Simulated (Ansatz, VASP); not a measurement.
BaOs2 in VASP and in Ansatz

```
Ba Os
1.0
     2.92634    0.00000    0.00000
    -1.46317    2.53428    0.00000
     0.00000    0.00000    8.30797
Ba Os
1 2
Direct
  0.00000 0.00000 0.50000
  0.00000 0.00000 0.13954
  0.00000 0.00000 0.86046
```

Alike in both runs: functional PBE; k mesh 18 × 18 × 6; occupations gaussian, width 0.1 eV; no spin polarisation.

Ansatz relaxed the structure, and its values are those at the end. VASP's run is a single point on that final structure, the one shown.

|  | VASP | Ansatz |
| --- | --- | --- |
| version | VASP 6.6.1 | Ansatz 0.2.0 |
| potentials or method | VASP PAW PBE potentials, release 64 (Ba_sv, Os_sv_GW), cutoff 500 eV | scalar-relativistic, plane waves, PAW |
| valence electrons in the cell | 42 | 42 |

Ansatz gave:

- gap on the k mesh at the Fermi level (eV): none
- pressure (GPa): 0.0
- rms of the force components (eV/Å): 0.000

Question: Which values does VASP return?

Answer: gap on the k mesh at the Fermi level (eV): none; pressure (GPa): 2.4; rms of the force components (eV/Å): 0.032.

A gap of «none» marks a metal or a gap that the smearing closes. With one functional, cell and mesh, what is left measures potentials, basis and numerics.

Neither program's run includes spin-orbit coupling.
